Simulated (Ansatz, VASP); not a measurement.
SiC3: VASP beside Ansatz

```
Si C
1.0
     2.70773    0.00000    0.00000
    -1.35386    2.34496    0.00000
     0.00000    0.00000    4.77161
Si C
1 3
Direct
  0.33333 0.66667 0.00000
  0.33333 0.66667 0.50000
  0.66667 0.33333 0.28215
  0.66667 0.33333 0.71785
```

Alike in both runs: task relaxation of cell and atoms; functional PBE; k mesh 18 × 18 × 10; occupations gaussian, width 0.1 eV; no spin polarisation.

```csv
,VASP,Ansatz
version,VASP 6.6.1,Ansatz 0.2.0
potentials or method,"VASP PAW PBE potentials, release 64 (Si, C), cutoff 600 eV","scalar-relativistic, plane waves, PAW"
valence electrons in the cell,16,16
```

```csv
,VASP,Ansatz,Ansatz less VASP
"gap on the k mesh at the Fermi level, each at its own relaxed structure (eV)",none,none,-
relaxed volume (Å³/atom),7.59,7.59,+0.002
relaxed cell length with the largest relative difference (Å),2.684,2.684,+0.0002
```

A gap of «none» marks a metal or a gap that the smearing closes.
